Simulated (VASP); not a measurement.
# Ti (P6_3/mmc) in VASP: single point with PBEsol

Aim: the single point of Ti with PBEsol.

Program: VASP 6.6.1. These are calculated values, not measurements. Logs are shortened: lines on timing, memory, paths and dates and some standing lists are left out, and cuts for length are marked.

### 1 The cell of the first run

Symmetry: P6_3/mmc, No. 194, hexagonal system. The conventional cell has a = 2.800 Å, b = 2.800 Å, c = 9.141 Å, α = 90.00°, β = 90.00°, γ = 120.00°. Ti (site symmetry -3m) has 12 Ti at 2.80 Å within 3.7 Å. Within 3.7 Å of Ti (site symmetry -6m2) lie 12 Ti at 2.80 Å.

### 2 Single point, PBEsol (Cu replaced by Ti, lengths x 1.127, strained)

INCAR reads:

```
ALGO = Normal
EDIFF = 1E-7
ENCUT = 520
GGA = PS
ISIF = 2
ISMEAR = 0
LASPH = T
LCHARG = F
LREAL = F
LWAVE = F
NBANDS = 32
NELM = 100
PREC = Accurate
SIGMA = 0.1
```

KPOINTS reads:

```
k-points
0
Gamma
  9 9 2
```

POSCAR reads:

```
Ti
1.0
    2.7999977472      0.0000000000      0.0000000000
   -1.3999988737      2.4248691796      0.0000000000
    0.0000000000      0.0000000000      9.1407430198
Ti
4
Direct
    0.0000000000      0.0000000000      0.0000000000
    0.3333333300      0.6666666700      0.2500000000
    0.0000000000      0.0000000000      0.5000000000
    0.6666666700      0.3333333300      0.7500000000
```

Potentials or basis: VASP PAW PBE potentials, release 64 (Ti_sv).

Launch:

```sh
> cat potpaw_PBE.64/Ti_sv/POTCAR > POTCAR
> mpirun -np 1 vasp_std > vasp.out
```

OUTCAR:

```text
EDIFF = 1E-7
   ENCUT = 520
   GGA = PS
   ISIF = 2
   ISMEAR = 0
   LASPH = T
   LREAL = F
   NELM = 100
   PREC = Accurate

 ion  position               nearest neighbor table
   1  0.000  0.000  0.000-   2 2.80   4 2.80   4 2.80   2 2.80   4 2.80   2 2.80
   2  0.333  0.667  0.250-   1 2.80   3 2.80   1 2.80   3 2.80   1 2.80   3 2.80
   3  0.000  0.000  0.500-   2 2.80   4 2.80   4 2.80   2 2.80   4 2.80   2 2.80
   4  0.667  0.333  0.750-   1 2.80   3 2.80   1 2.80   3 2.80   1 2.80   3 2.80

  LATTYP: Found a hexagonal cell.
 ALAT       =     2.7999977472
 C/A-ratio  =     3.2645537051

  Lattice vectors:

 A1 = (   2.7999977472,   0.0000000000,   0.0000000000)
 A2 = (  -1.3999988737,   2.4248691796,   0.0000000000)
 A3 = (   0.0000000000,   0.0000000000,   9.1407430198)

Analysis of symmetry for initial positions (statically):
=====================================================================
 Subroutine PRICEL returns:
 Original cell was already a primitive cell.

 Routine SETGRP: Setting up the symmetry group for a
 hexagonal supercell.

 Subroutine GETGRP returns: Found 24 space group operations
 (whereof 12 operations were pure point group operations)
 out of a pool of 24 trial point group operations.

The static configuration has the point symmetry D_3d.
 The point group associated with its full space group is D_6h.

Analysis of symmetry for dynamics (positions and initial velocities):
=====================================================================
 Subroutine PRICEL returns:
 Original cell was already a primitive cell.

 Routine SETGRP: Setting up the symmetry group for a
 hexagonal supercell.

 Subroutine GETGRP returns: Found 24 space group operations
 (whereof 12 operations were pure point group operations)
 out of a pool of 24 trial point group operations.

The dynamic configuration has the point symmetry D_3d.
 The point group associated with its full space group is D_6h.

 Subroutine INISYM returns: Found 24 space group operations
 (whereof 12 operations are pure point group operations),
 and found     1 'primitive' translations

----------------------------------------------------------------------------------------

                                     Primitive cell

[... 89 lines left out ...]
   LSORBIT =      F    spin-orbit coupling
   LASPH  =      T    aspherical Exc in radial PAW
   ENCUT  =  520.0 eV  38.22 Ry    6.18 a.u.   5.21  5.21 17.00*2*pi/ulx,y,z
   NELM   =    100;   NELMIN=  2; NELMDL= -5     # of ELM steps
   EDIFF  = 0.1E-06   stopping-criterion for ELM
   LREAL  =      F    real-space projection
   EDIFFG = 0.1E-05   stopping-criterion for IOM
   NSW    =      0    number of steps for IOM
   IBRION =     -1    ionic relax: 0-MD 1-quasi-New 2-CG
   NFREE  =      0    steps in history (QN), initial steepest desc. (CG)
   ISIF   =      2    stress and relaxation
   ISYM   =      2    0-nonsym 1-usesym 2-fastsym
   POTIM  = 0.5000    time-step for ionic-motion
   TEBEG  =    0.0;   TEEND  =   0.0 temperature during run
   PSTRESS=    0.0 pullay stress
   NELECT =      48.0000    total number of electrons
   NUPDOWN=      -1.0000    fix difference up-down
   EMIN   =  10.00;   EMAX   =-10.00  energy-range for DOS
   EFERMI =   0.00;   METHOD = LEGACY
   ISMEAR =     0;   SIGMA  =   0.10  broadening in eV -4-tet -1-fermi 0-gaus
   EFERMI_NEDOS =   21; number of points for ismear=-14 and -15
   IALGO  =     38    algorithm
   IMIX   =      4    mixing-type and parameters
     AMIX     =   0.40;   BMIX     =  1.00
     AMIX_MAG =   1.60;   BMIX_MAG =  1.00
  volume/ion in A,a.u.               =      15.52       104.70
  Fermi-wavevector in a.u.,A,eV,Ry     =   1.502725  2.839738 30.724423  2.258181
  Thomas-Fermi vector in A             =   2.613928
   LORBIT       =      0    0 simple, 1 ext, 2 COOP (PROOUT), +10 PAW based schemes
   GGA     = PS    functional components
   LHFCALC =     F    Hartree Fock is set to
   AEXX    =    0.0000 exact exchange contribution
   IVDW    =     0    specifies the selected vdW correction
   LEPSILON=     F    determine dielectric tensor
   LRPA    =     F    only Hartree local field effects (RPA)
 non-spin polarized calculation
 Gauss-broadening in eV      SIGMA  =   0.10
  energy-cutoff  :      520.00
  volume of cell :       62.06
 maximum number of plane-waves:      1692
 NGX is ok and might be reduce to    24
   NGX = 11   NGY = 11   NGZ = 33

 number of electron      47.9999990 magnetization

 Free energy of the ion-electron system (eV)
  ---------------------------------------------------
  ext. energy  EPLUGINS =         0.00000000
  ---------------------------------------------------
  free energy    TOTEN  =       -33.03955239 eV

  energy without entropy =      -33.01338337  energy(sigma->0) =      -33.02646788

 E-fermi :   9.3575     XC(G=0): -12.1881

 val. band max:        9.3411655303   @ k =   0.1111   0.1111   0.0000
 cond. band min:       9.3643902545   @ k =   0.4444  -0.0000   0.0000
 fundamental gap:      0.0232247242
 Fermi energy:         9.3575128249

 k-point     1 :       0.0000    0.0000    0.0000
  band No.  band energies     occupation
      1     -46.9951      2.00000
      2     -46.9061      2.00000
      3     -46.8891      2.00000
      4     -46.7982      2.00000
      5     -23.7769      2.00000
      6     -23.3189      2.00000
[... 829 lines left out ...]
     31      11.9586      0.00000
     32      11.9586      0.00000

------------------------ aborting loop because EDIFF is reached ----------------------------------------

  FORCE on cell =-STRESS in cart. coord.  units (eV):
  Direction    XX          YY          ZZ          XY          YZ          ZX
  --------------------------------------------------------------------------------------
  -------------------------------------------------------------------------------------
  Total        4.3301311      4.3301311      3.2652474     -0.0000000      0.0000000     -0.0000000
  in kB      111.7851548    111.7851548     84.2944883     -0.0000000      0.0000000     -0.0000000
  external PRESSURE =     102.6215993 kB  Pullay stress =       0.0000000 kB

 VOLUME and BASIS-vectors are now :
 -----------------------------------------------------------------------------
  energy-cutoff  :      520.00
  volume of cell :       62.06
      direct lattice vectors                 reciprocal lattice vectors
     2.799997747  0.000000000  0.000000000     0.357143144  0.206196691  0.000000000
    -1.399998874  2.424869180  0.000000000     0.000000000  0.412393381  0.000000000
     0.000000000  0.000000000  9.140743020     0.000000000  0.000000000  0.109400297

 POSITION                                       TOTAL-FORCE (eV/Angst)
 -----------------------------------------------------------------------------------
      0.00000      0.00000      0.00000        -0.000000      0.000000     -0.000000
     -0.00000      1.61658      2.28519         0.000000     -0.000000     -0.000000
      0.00000      0.00000      4.57037        -0.000000      0.000000     -0.000000
      1.40000      0.80829      6.85556        -0.000000      0.000000      0.000000
 -----------------------------------------------------------------------------------
    total drift:                                0.000000      0.000000      0.000000

  FREE ENERGIE OF THE ION-ELECTRON SYSTEM (eV)
  ---------------------------------------------------
  free  energy   TOTEN  =       -33.0395523882 eV

  energy  without entropy=      -33.0133833655  energy(sigma->0) =      -33.02646788
```

OSZICAR:

```text
N       E                     dE             d eps       ncg     rms          rms(c)
DAV:   1     0.625265959939E+03    0.62527E+03   -0.23963E+04  1536   0.192E+03
DAV:   2     0.398567254011E+02   -0.58541E+03   -0.57081E+03  1560   0.565E+02
DAV:   3    -0.302028541291E+02   -0.70060E+02   -0.66515E+02  2456   0.168E+02
DAV:   4    -0.366651284473E+02   -0.64623E+01   -0.63512E+01  2264   0.483E+01
DAV:   5    -0.369465286750E+02   -0.28140E+00   -0.28117E+00  2336   0.890E+00    0.196E+01
DAV:   6    -0.330158461809E+02    0.39307E+01   -0.12720E+01  1912   0.320E+01    0.536E+00
DAV:   7    -0.330334947144E+02   -0.17649E-01   -0.22212E+00  2160   0.119E+01    0.361E+00
DAV:   8    -0.330244043027E+02    0.90904E-02   -0.69416E-01  2072   0.919E+00    0.308E+00
DAV:   9    -0.330538489644E+02   -0.29445E-01   -0.51759E-01  1992   0.807E+00    0.998E-01
DAV:  10    -0.330389189430E+02    0.14930E-01   -0.84639E-02  1920   0.306E+00    0.115E-01
DAV:  11    -0.330393715938E+02   -0.45265E-03   -0.74426E-03  2208   0.673E-01    0.155E-01
DAV:  12    -0.330395575984E+02   -0.18600E-03   -0.13306E-03  1992   0.252E-01    0.230E-02
DAV:  13    -0.330395535144E+02    0.40840E-05   -0.10052E-04  2216   0.784E-02    0.220E-02
DAV:  14    -0.330395535731E+02   -0.58752E-07   -0.97668E-06  1952   0.281E-02    0.986E-03
DAV:  15    -0.330395523737E+02    0.11994E-05   -0.50943E-06  2200   0.154E-02    0.216E-03
DAV:  16    -0.330395523882E+02   -0.14507E-07   -0.60392E-07  1752   0.707E-03
   1 F= -.33039552E+02 E0= -.33026468E+02  d E =-.261690E-01
```

It took 94 s on 1 thread of Intel Xeon 8259CL, shared host; peak memory 0.19 GiB.

Results:

```yaml
Free_energy: -33.0396 eV
Pressure: 10.3 GPa
Band_gap_on_the_k_mesh: zero (band 24 reaches 10.12 eV, above the bottom of band 25 at 8.90 eV)
```

Stress tensor (GPa, compression positive):
```
11.18  0.00  0.00
 0.00 11.18  0.00
 0.00  0.00  8.43
```

Caveat: the cell differs from its parent crystal (Cu replaced by Ti, lengths x 1.127, strained); the PAW data sets were made with another functional, which shifts forces and pressure a little.
